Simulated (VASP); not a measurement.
PbS: single point with r2SCAN

The system is PbS.

```
Pb S
1.0
     2.11197    1.21935    3.45087
    -2.11197    1.21935    3.45087
     0.00000   -2.43870    3.45087
Pb S
1 1
Direct
  0.97815 0.97815 0.97815
  0.47745 0.47745 0.47745
```

```
Program             : VASP 6.6.1
Task                : single point
Functional          : r2SCAN
Potentials or basis : VASP PAW PBE potentials, release 64 (Pb_d, S)
Cutoff              : 520 eV
k mesh              : 9 × 9 × 9
Occupations         : gaussian, width 0.05 eV
Spin                : no spin polarisation
```

| Property | Result |
| --- | --- |
| Pressure | 0.0 GPa |

Levels at points of the mesh, in eV from the Fermi level:
```tsv
k point	band 8	band 9	band 10	band 11	band 12	band 13
(0.00, 0.00, 0.00)	-2.36	-2.36	-2.36	5.35	5.35	5.35
```

It took 7.7 min on 1 thread of AMD EPYC 7R13 (shared host), peak memory 0.2 GiB.

Caveat: this odd mesh misses L, where the gap lies, so gap, dielectric constants and Born charges aren't listed; the PAW data sets were made with another functional, which shifts forces and pressure a little; spin-orbit coupling is left out, which moves the levels of the heavy elements.
